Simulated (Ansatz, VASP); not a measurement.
## One calculation of GaSb, two programs

INCAR

```
SYSTEM = GaSb
ALGO = Normal ; EDIFF = 1E-7
ENCUT = 520 ; ISIF = 2
ISMEAR = 0 ; LASPH = .TRUE.
LCHARG = .TRUE. ; LELF = .TRUE.
LREAL = .FALSE. ; LVHAR = .TRUE.
LWAVE = .FALSE. ; NBANDS = 16
NELM = 60 ; PREC = Accurate
SIGMA = 0.15
```

File KPOINTS:

```
k-points
0
G
  18 18 18
  0 0 0
```

Contents of POSCAR:

```
GaSb
1.0
   -1.6035074073      2.4167288889      2.7047338398
    1.6035074073     -2.4167288889      2.7047338398
    1.6035074073      2.4167288889     -2.7047338398
Ga Sb
1 1
Direct
    0.0000000000      0.0000000000      0.0000000000
    0.5000000000      0.5000000000      0.0000000000
```

Input for Ansatz:

```yaml
crystal:
  lattice:
    - [-1.6035074073, 2.4167288889, 2.7047338398]
    - [1.6035074073, -2.4167288889, 2.7047338398]
    - [1.6035074073, 2.4167288889, -2.7047338398]
  atoms:
    - { symbol: Ga, position: [0.0, 0.0, 0.0] }
    - { symbol: Sb, position: [0.5, 0.5, 0.0] }
basis:
  ecutwfc: 420
kpoints:
  mp_grid: { grid: [18, 18, 18] }
hamiltonian:
  xc: lda
  pseudopotentials: { kind: paw, azcp: { folder: soft_1 } }
scf:
  occupations: { method: gaussian, width: 0.15 }
output:
  forces: true
  stress: true
  eigenvalues: true
```

Change from the starting cell: volume 20.963 Å^3 an atom, stretch along a over the lengths across it, relative to the relaxed cell 1.0549.

Alike in both runs: task single point; functional LDA; k mesh 18 × 18 × 18; occupations gaussian, width 0.15 eV; no spin polarisation.

|  | VASP | Ansatz |
| --- | --- | --- |
| version | VASP 6.6.1 | Ansatz 0.2.0 |
| potentials or method | VASP PAW LDA potentials, release 64 (Ga_d, Sb), cutoff 520 eV | scalar-relativistic, plane waves, PAW |
| valence electrons in the cell | 18 | 28 |

```csv
,VASP,Ansatz,Ansatz less VASP
gap on the k mesh at the Fermi level (eV),none,none,-
pressure (GPa),4.7,4.4,-0.26
"traceless stress, the component that is largest in VASP (GPa)",3.09,3.05,-0.039
```

Ansatz warns that its potentials were made for another functional, while VASP's fit it. LDA's correlation is that of Perdew and Zunger in VASP and of Perdew and Wang (1992) in Ansatz. A gap of «none» marks a metal or a gap that the smearing closes. VASP's potentials hold 18 valence electrons a cell and Ansatz's 28, so a difference there can come from the potentials and not from the codes.

Neither program's run includes spin-orbit coupling.
